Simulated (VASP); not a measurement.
Write the native input for VASP 6.6.1 that does the following.

```
Task                   : relaxation of cell and atoms
Functional             : PBEsol
Potentials or basis    : VASP PAW PBE potentials, release 64 (Mg, Rh_pv)
Cutoff                 : 600 eV
k mesh                 : 16 × 16 × 16
Occupations            : fermi-dirac, width 0.1 eV
Spin                   : no spin polarisation
Target pressure        : 10 GPa
Dipole correction      : no
Further INCAR settings : ALGO = Normal; EDIFF = 1e-06; IBRION = 2; EDIFFG = -0.002; NSW = 100; ISIF = 3
```

The structure of MgRh lies in POSCAR:

```
MgRh
1.0
    3.0838921001      0.0000000000      0.0000000000
    0.0000000000      3.0838921001      0.0000000000
    0.0000000000      0.0000000000      3.0838921001
Mg Rh
1 1
Direct
    0.0000000000      0.0000000000      0.0000000000
    0.5000000000      0.5000000000      0.5000000000
```

These files were run (other wordings do the same):

INCAR

```
SYSTEM = MgRh
PREC     = Accurate       ! precision mode
ENCUT    = 600            ! plane-wave cutoff, eV
EDIFF    = 1E-6           ! SCF threshold, eV
ISMEAR   = -1             ! smearing method
SIGMA    = 0.1            ! smearing width, eV
LREAL    = .FALSE.        ! projectors in reciprocal space
LASPH    = .TRUE.         ! aspherical terms in the spheres
NELM     = 80             ! most SCF steps
ALGO     = Normal         ! electronic algorithm
ISIF     = 3              ! what is computed and relaxed
LWAVE    = .FALSE.        ! write WAVECAR
LCHARG   = .FALSE.        ! write CHGCAR
GGA      = PS             ! functional
IBRION   = 2              ! ionic algorithm
NSW      = 100            ! ionic steps
EDIFFG   = -0.002         ! ionic threshold
PSTRESS  = 100.0
```

KPOINTS

```
Automatic mesh
0
G
  16 16 16
  0 0 0
```

Potentials or basis: VASP PAW PBE potentials, release 64 (Mg, Rh_pv).

The run is started by

```bash
$ cat potpaw_PBE.64/Mg/POTCAR potpaw_PBE.64/Rh_pv/POTCAR > POTCAR
$ mpirun -np 1 vasp_std > vasp.out
```

Results of the run:

```yaml
Relaxed_volume: 13.72 Å³/atom
Relaxed_cell: a = 3.016 Å, b = 3.016 Å, c = 3.016 Å, α = 90.00°, β = 90.00°, γ = 90.00°
Space_group_after_relaxing_to_0.05_Å: Pm-3m (No. 221)
Energy_change_on_relaxing_the_enthalpy_is_what_falls: +27.9 meV/atom
Ionic_steps: 7
Pressure_after_relaxing: 10.0 GPa
```

Caveat: the cell is relaxed towards a set pressure, so the enthalpy falls and the energy may rise; the PAW data sets were made with another functional, which shifts forces and pressure a little.

Run time: 4.2 min on 1 thread of Oxide Virtual Turin-like Processor, with other jobs on the host, peak memory 0.2 GiB.
